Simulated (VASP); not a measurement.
Input of a VASP 6.6.1 run:

File INCAR:

```
SYSTEM = CuO
  ALGO = Normal
  EDIFF = 1E-6
  ENCUT = 520
  GGA = PE
  ISIF = 2
  ISMEAR = -1
  LASPH = .TRUE.
  LCHARG = .FALSE.
  LREAL = .FALSE.
  LWAVE = .FALSE.
  NBANDS = 16
  NELM = 60
  PREC = Accurate
  SIGMA = 0.05
```

Contents of KPOINTS:

```
k-points
0
G
  11 11 11
  0 0 0
```

The input POSCAR:

```
CuO
1.0
    0.0000000000      2.0733527743      2.0733527743
    2.0733527743      0.0000000000      2.0733527743
    2.0733527743      2.0733527743      0.0000000000
Cu O
1 1
Direct
    0.0294977200      0.0281008700      0.9080259900
    0.4705022800      0.4718991300      0.5919740100
```

Potentials or basis: VASP PAW PBE potentials, release 64 (Cu, O).

Run with:

```console
$ cat potpaw_PBE.64/Cu/POTCAR potpaw_PBE.64/O/POTCAR > POTCAR
$ mpirun -np 1 vasp_std > vasp.out
```

Problem. Estimate the pressure.

Solution. 35.9 GPa.

Problem. Estimate the largest force.

Solution. 1.529 eV/Å.

Stress tensor (GPa, compression positive):
```
37.89 -7.12  6.06
-7.12 36.75  5.78
 6.06  5.78 33.09
```

Caveat: an odd number of electrons without spin polarisation forces a metal; a magnetic or distorted state may lie lower.
